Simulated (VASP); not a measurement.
# Al3Ga4N7 in VASP: notebook

The runs below take Al3Ga4N7 through single point, with PBE.

All numbers are computed with VASP 6.6.1; they aren't measurements. Logs are shortened: lines on timing, memory, paths and dates and some standing lists are left out, and cuts for length are marked.

## (1) The cell of the first run

The cell holds a disordered packing, 14 atoms: a = 5.424 Å, b = 5.677 Å, c = 5.504 Å, α = 86.24°, β = 92.15°, γ = 90.49°.

## (2) Single point, PBE

INCAR

```
  PREC = Accurate
  ENCUT = 520
  EDIFF = 1E-6
  ISMEAR = -1
  SIGMA = 0.3447
  LREAL = F
  LASPH = T
  NELM = 120
  ALGO = Normal
  ISIF = 2
  LWAVE = F
  LCHARG = T
  GGA = PE
  LELF = T
  LVHAR = T
  ISYM = -1
  NBANDS = 61
  GGA_COMPAT = F
```

KPOINTS

```
explicit points
1
Reciprocal
  0.25000000   0.25000000   0.25000000 1
```

POSCAR

```
Al3Ga4N7
1.0
    5.4234100000     -0.0218160000     -0.1020990000
   -0.0218160000      5.6737360000      0.1832450000
   -0.1020990000      0.1832450000      5.4998890000
Al N Ga
3 7 4
Direct
    0.5043507446      0.6266852488      0.4462346001
    0.3490926915     -0.0207713273     -0.0310194885
    1.0116436187      0.3996537263      0.4587534866
    0.3387879558      0.3087093250      0.5659133250
    0.8565725942      0.3530545211      0.1537932365
    0.4158319042      0.8058874201      0.7312086083
   -0.0147405305      0.1497351987      0.7084637126
    0.6667457528     -0.1657918926      0.2343264764
    0.1861196746      0.8071092026      0.2203489756
    0.8659490554      0.6199348283      0.6269529394
    0.8475319299      0.9481705990      0.5229615800
   -0.1234353796      0.0688567039      0.9998055823
    0.1122971970      0.6135319755     -0.0704225550
    0.5996556202      0.4953107386      0.9151175638
```

Potentials or basis: VASP PAW PBE potentials, release 64 (Al, N, Ga_d).

Started as:

```console
cat potpaw_PBE.64/Al/POTCAR potpaw_PBE.64/N/POTCAR potpaw_PBE.64/Ga_d/POTCAR > POTCAR
mpirun -np 1 vasp_std > vasp.out
```

OUTCAR:

```text
PREC = Accurate
   ENCUT = 520
   EDIFF = 1E-6
   ISMEAR = -1
   LREAL = F
   LASPH = T
   NELM = 120
   ISIF = 2
   GGA = PE
   ISYM = -1

 ion  position               nearest neighbor table
   1  0.504  0.627  0.446-   8 1.84   6 2.00   4 2.09  10 2.17   9 2.30  11 2.64  14 2.67   3 2.96
                             3 3.05  14 3.13   2 3.28
   2  0.349  0.979  0.969-   6 1.74   9 1.88   8 2.34  13 2.45   7 2.55  12 2.63  12 2.90  14 3.11
                             1 3.28
   3  0.012  0.400  0.459-  10 1.81   5 1.88   4 1.91   7 1.92  11 2.71   1 2.96  13 2.96   1 3.05

   4  0.339  0.309  0.566-   3 1.91   1 2.09
   5  0.857  0.353  0.154-  12 1.88   3 1.88  14 2.02  13 2.34
   6  0.416  0.806  0.731-   2 1.74   1 2.00  14 2.20  13 2.25
   7  0.985  0.150  0.708-  11 1.73  12 1.76   3 1.92   2 2.55
   8  0.667  0.834  0.234-   1 1.84  11 1.98  12 2.14   2 2.34
   9  0.186  0.807  0.220-   2 1.88  13 2.03   1 2.30
  10  0.866  0.620  0.627-   3 1.81  11 1.92  13 2.09   1 2.17  14 2.26
  11  0.848  0.948  0.523-   7 1.73  10 1.92   8 1.98   1 2.64   3 2.71  12 2.75
  12  0.877  0.069  1.000-   7 1.76   5 1.88   8 2.14   2 2.63  11 2.75  14 2.86   2 2.90
  13  0.112  0.614  0.930-   9 2.03  10 2.09   6 2.25   5 2.34   2 2.45  14 2.74  14 2.85   3 2.96

  14  0.600  0.495  0.915-   5 2.02   6 2.20  10 2.26   1 2.67  13 2.74  13 2.85  12 2.86   2 3.11
                             1 3.13

IMPORTANT INFORMATION: All symmetrisations will be switched off!
NOSYMM: (Re-)initialisation of all symmetry stuff for point group C_1.

----------------------------------------------------------------------------------------

                                     Primitive cell

  volume of cell :     168.9940

  direct lattice vectors                    reciprocal lattice vectors
     5.423410000 -0.021816000 -0.102099000     0.184452335  0.000599290  0.003404175
    -0.021816000  5.673736000  0.183245000     0.000599290  0.176442520 -0.005867577
    -0.102099000  0.183245000  5.499889000     0.003404175 -0.005867577  0.182080541

  length of vectors
     5.424414823  5.676736286  5.503887894     0.184484718  0.176541073  0.182206862

  position of ions in fractional coordinates (direct lattice)
     0.504350745  0.626685249  0.446234600
     0.349092691  0.979228673  0.968980511
     0.011643619  0.399653726  0.458753487
     0.338787956  0.308709325  0.565913325
     0.856572594  0.353054521  0.153793237
     0.415831904  0.805887420  0.731208608
     0.985259470  0.149735199  0.708463713
     0.666745753  0.834208107  0.234326476
     0.186119675  0.807109203  0.220348976
     0.865949055  0.619934828  0.626952939
     0.847531930  0.948170599  0.522961580
     0.876564620  0.068856704  0.999805582
     0.112297197  0.613531976  0.929577445
     0.599655620  0.495310739  0.915117564

  ion indices of the primitive-cell ions
   primitive index   ion index
                 1           1
                 2           2
                 3           3
                 4           4
                 5           5
                 6           6
                 7           7
                 8           8
                 9           9
                10          10
                11          11
                12          12
                13          13
                14          14

----------------------------------------------------------------------------------------

 KPOINTS: explicit points

Read explicit list of k-points.

 Found      1 k-points:

 Following reciprocal coordinates:
            Coordinates               Weight
  0.250000  0.250000  0.250000      1.000000
   k-points           NKPTS =      1   k-points in BZ     NKDIM =      1   number of bands    NBANDS=     61
   number of dos      NEDOS =    301   number of ions     NIONS =     14
   total plane-waves  NPLWV =  70560
   dimension x,y,z NGX =    40 NGY =   42 NGZ =   42
   dimension x,y,z NGXF=    80 NGYF=   84 NGZF=   84
   ions per type =               3   7   4
   NGX,Y,Z   is equivalent  to a cutoff of  12.26, 12.30, 12.69 a.u.
   NGXF,Y,Z  is equivalent  to a cutoff of  24.52, 24.60, 25.37 a.u.
 SYSTEM =  unknown system
   PREC   = accura    normal or accurate (medium, high low for compatibility)
   ISTART =      0    job   : 0-new  1-cont  2-samecut
   ICHARG =      2    charge: 1-file 2-atom 10-const
   ISPIN  =      1    spin polarized calculation?
   LNONCOLLINEAR =      F non collinear calculations
   LSORBIT =      F    spin-orbit coupling
   LASPH  =      T    aspherical Exc in radial PAW
   ENCUT  =  520.0 eV  38.22 Ry    6.18 a.u.  10.09 10.55 10.23*2*pi/ulx,y,z
   NELM   =    120;   NELMIN=  2; NELMDL= -5     # of ELM steps
   EDIFF  = 0.1E-05   stopping-criterion for ELM
   LREAL  =      F    real-space projection
   EDIFFG = 0.1E-04   stopping-criterion for IOM
   NSW    =      0    number of steps for IOM
   IBRION =     -1    ionic relax: 0-MD 1-quasi-New 2-CG
   NFREE  =      0    steps in history (QN), initial steepest desc. (CG)
   ISIF   =      2    stress and relaxation
   ISYM   =     -1    0-nonsym 1-usesym 2-fastsym
   POTIM  = 0.5000    time-step for ionic-motion
   TEBEG  =    0.0;   TEEND  =   0.0 temperature during run
   PSTRESS=    0.0 pullay stress
   NELECT =      96.0000    total number of electrons
   NUPDOWN=      -1.0000    fix difference up-down
   EMIN   =  10.00;   EMAX   =-10.00  energy-range for DOS
   EFERMI =   0.00;   METHOD = LEGACY
   ISMEAR =    -1;   SIGMA  =   0.34  broadening in eV -4-tet -1-fermi 0-gaus
   EFERMI_NEDOS =   21; number of points for ismear=-14 and -15
   IALGO  =     38    algorithm
   IMIX   =      4    mixing-type and parameters
     AMIX     =   0.40;   BMIX     =  1.00
     AMIX_MAG =   1.60;   BMIX_MAG =  1.00
  volume/ion in A,a.u.               =      12.07        81.46
  Fermi-wavevector in a.u.,A,eV,Ry     =   1.355839  2.562164 25.011584  1.838300
  Thomas-Fermi vector in A             =   2.482893
   LORBIT       =      0    0 simple, 1 ext, 2 COOP (PROOUT), +10 PAW based schemes
   GGA     = PE    functional components
   LHFCALC =     F    Hartree Fock is set to
   AEXX    =    0.0000 exact exchange contribution
   IVDW    =     0    specifies the selected vdW correction
   LEPSILON=     F    determine dielectric tensor
   LRPA    =     F    only Hartree local field effects (RPA)
 non-spin polarized calculation
  energy-cutoff  :      520.00
  volume of cell :      168.99
 maximum number of plane-waves:      4554
 NGX is ok and might be reduce to    40
   NGX = 21   NGY = 21   NGZ = 21

 number of electron      95.9999993 magnetization

 Free energy of the ion-electron system (eV)
  ---------------------------------------------------
  ext. energy  EPLUGINS =         0.00000000
  ---------------------------------------------------
  free energy    TOTEN  =       -77.80758689 eV

  energy without entropy =      -76.51609301  energy(sigma->0) =      -77.16183995

 E-fermi :   5.9359     XC(G=0): -10.9928

 val. band max:        5.3915652942   @ k =   0.2500   0.2500   0.2500
 cond. band min:       6.1715534507   @ k =   0.2500   0.2500   0.2500
 fundamental gap:      0.7799881565
 Fermi energy:         5.9358560691

 k-point     1 :       0.2500    0.2500    0.2500
  band No.  band energies     occupation
      1     -11.3181      2.00000
      2     -10.3072      2.00000
      3     -10.0688      2.00000
      4      -9.7641      2.00000
      5      -9.5425      2.00000
      6      -9.4537      2.00000
      7      -9.3302      2.00000
      8      -9.2626      2.00000
      9      -9.2384      2.00000
     10      -9.2186      2.00000
     11      -9.1950      2.00000
     12      -9.1531      2.00000
     13      -9.0951      2.00000
     14      -9.0816      2.00000
     15      -9.0301      2.00000
     16      -8.9778      2.00000
     17      -8.9438      2.00000
     18      -8.8875      2.00000
     19      -8.8375      2.00000
     20      -8.7996      2.00000
     21      -8.7313      2.00000
     22      -8.3006      2.00000
     23      -8.0910      2.00000
     24      -7.7649      2.00000
     25      -7.3689      2.00000
     26      -6.9676      2.00000
     27      -6.6225      2.00000
     28      -1.7371      2.00000
     29      -1.3514      2.00000
     30      -0.8594      2.00000
     31      -0.5452      2.00000
     32      -0.0566      2.00000
     33       0.3344      2.00000
     34       1.1063      2.00000
     35       1.5139      1.99999
     36       1.8501      1.99999
     37       2.1134      1.99997
     38       2.3570      1.99994
     39       2.7179      1.99982
     40       2.8435      1.99975
     41       3.3219      1.99898
     42       3.5874      1.99780
     43       3.8176      1.99572
     44       4.0984      1.99037
     45       4.4642      1.97240
     46       4.8834      1.90985
     47       5.2318      1.77038
     48       5.3916      1.65813
     49       6.1716      0.67084
     50       7.4116      0.02727
     51       7.9055      0.00658
     52       8.3409      0.00186
     53       9.0517      0.00024
     54       9.3715      0.00009
     55      10.0696      0.00001
     56      10.6223      0.00000
     57      10.9656      0.00000
     58      11.7142      0.00000
     59      11.9462      0.00000
     60      12.2524      0.00000
 [bands above 60 left out]

------------------------ aborting loop because EDIFF is reached ----------------------------------------

  FORCE on cell =-STRESS in cart. coord.  units (eV):
  Direction    XX          YY          ZZ          XY          YZ          ZX
  --------------------------------------------------------------------------------------
  -------------------------------------------------------------------------------------
  Total        8.1557142     10.0115204     -4.2919764      1.4547032      8.9779572     -7.0325082
  in kB       77.3216781     94.9159745    -40.6908343     13.7915692     85.1170970    -66.6729268
  external PRESSURE =      43.8489394 kB  Pullay stress =       0.0000000 kB

 VOLUME and BASIS-vectors are now :
 -----------------------------------------------------------------------------
  energy-cutoff  :      520.00
  volume of cell :      168.99
      direct lattice vectors                 reciprocal lattice vectors
     5.423410000 -0.021816000 -0.102099000     0.184452335  0.000599290  0.003404175
    -0.021816000  5.673736000  0.183245000     0.000599290  0.176442520 -0.005867577
    -0.102099000  0.183245000  5.499889000     0.003404175 -0.005867577  0.182080541

 POSITION                                       TOTAL-FORCE (eV/Angst)
 -----------------------------------------------------------------------------------
      2.67607      3.62641      2.51758        -1.813719     -0.022192      0.700541
      1.77298      5.72583      5.47308         1.506191      1.663513      1.640470
      0.00759      2.35134      2.59514         1.080604      0.057638      0.206985
      1.77287      1.84784      3.13444         2.305869      2.874139     -1.173989
      4.62214      2.01263      0.82309         0.912548      0.745444     -0.236088
      2.16299      4.69731      4.12679         0.433918     -2.648059     -0.530667
      5.26787      0.95789      3.82332         0.129054      0.277115      0.093050
      3.57391      4.76147      1.37356         0.253012      2.495918     -1.901790
      0.96930      4.61564      1.34079        -0.747453     -0.048215     -1.466519
      4.61886      3.61334      3.47336        -0.582269     -0.181452      2.465332
      4.52243      5.45701      2.96345        -1.119158     -3.189587     -3.056635
      4.65039      0.55476      5.42194        -1.464884     -1.473563      3.880751
      0.50074      3.64891      5.21353        -0.976062     -1.210441     -0.205448
      3.14794      2.96487      5.06258         0.082350      0.659743     -0.415992
 -----------------------------------------------------------------------------------
    total drift:                                0.000175      0.002383     -0.000043

  FREE ENERGIE OF THE ION-ELECTRON SYSTEM (eV)
  ---------------------------------------------------
  free  energy   TOTEN  =       -77.8075868866 eV

  energy  without entropy=      -76.5160930073  energy(sigma->0) =      -77.16183995
```

Run time: 20 s. Hardware: 1 thread of AMD EPYC 9R45 (Zen 5), shared host; peak memory 0.21 GiB.

Results:

```
Free energy   : -77.8076 eV
Pressure      : 4.4 GPa
Largest force : 4.557 eV/Å
```

Forces in eV/Å, atoms in the order of the input:
```
Al  -1.814 -0.022  0.701
Al   1.506  1.664  1.640
Al   1.081  0.058  0.207
N    2.306  2.874 -1.174
N    0.913  0.745 -0.236
N    0.434 -2.648 -0.531
N    0.129  0.277  0.093
N    0.253  2.496 -1.902
N   -0.747 -0.048 -1.467
N   -0.582 -0.181  2.465
Ga  -1.119 -3.190 -3.057
Ga  -1.465 -1.474  3.881
Ga  -0.976 -1.210 -0.205
Ga   0.082  0.660 -0.416
```

Stress tensor (GPa, compression positive):
```
 7.73  1.38 -6.67
 1.38  9.49  8.51
-6.67  8.51 -4.07
```

Levels at points of the mesh, in eV from the Fermi level:
```csv
k point,band 46,band 47,band 48,band 49,band 50,band 51
"(0.25, 0.25, 0.25)",-1.05,-0.70,-0.54,0.24,1.48,1.97
```

Caveat: the atoms stand as in a frame of molecular dynamics; so wide a smearing shifts energies and pressures.

(Continued in part 2 of 2.)
